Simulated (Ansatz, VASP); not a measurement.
## One calculation of Al2Cu, two programs

```xyz
3
Lattice="-2.0446 2.0446 2.8914 2.0446 -2.0446 2.8914 2.0446 2.0446 -2.8914" Properties=species:S:1:pos:R:3 pbc="T T T"
Al    0.0000    2.0446    1.3857
Al    2.0446    0.0000    1.5057
Cu    0.0000    0.0000    2.8914
```

Change from the starting cell: mode 9 frozen in at -0.060 Å, normal strain along z +0.0000.

Alike in both runs: task single point; functional PBE; k mesh 14 × 14 × 14; occupations gaussian, width 0.15 eV; no spin polarisation.

|  | VASP | Ansatz |
| --- | --- | --- |
| version | VASP 6.6.1 | Ansatz 0.2.0 |
| potentials or method | VASP PAW PBE potentials, release 64 (Al, Cu), cutoff 520 eV | scalar-relativistic, plane waves, PAW |
| valence electrons in the cell | 17 | 25 |

|  | VASP | Ansatz | Ansatz less VASP |
| --- | --- | --- | --- |
| gap on the k mesh at the Fermi level (eV) | none | none | - |
| pressure (GPa) | 0.6 | 0.3 | -0.27 |
| traceless stress, the component that is largest in VASP (GPa) | -2.08 | -2.07 | +0.012 |
| rms of the force components (eV/Å) | 0.215 | 0.215 | +0.0001 |

Atom by atom the forces differ by 0.000 eV/Å (rms over components). A gap of «none» marks a metal or a gap that the smearing closes. VASP's potentials hold 17 valence electrons a cell and Ansatz's 25, so a difference there can come from the potentials and not from the codes.
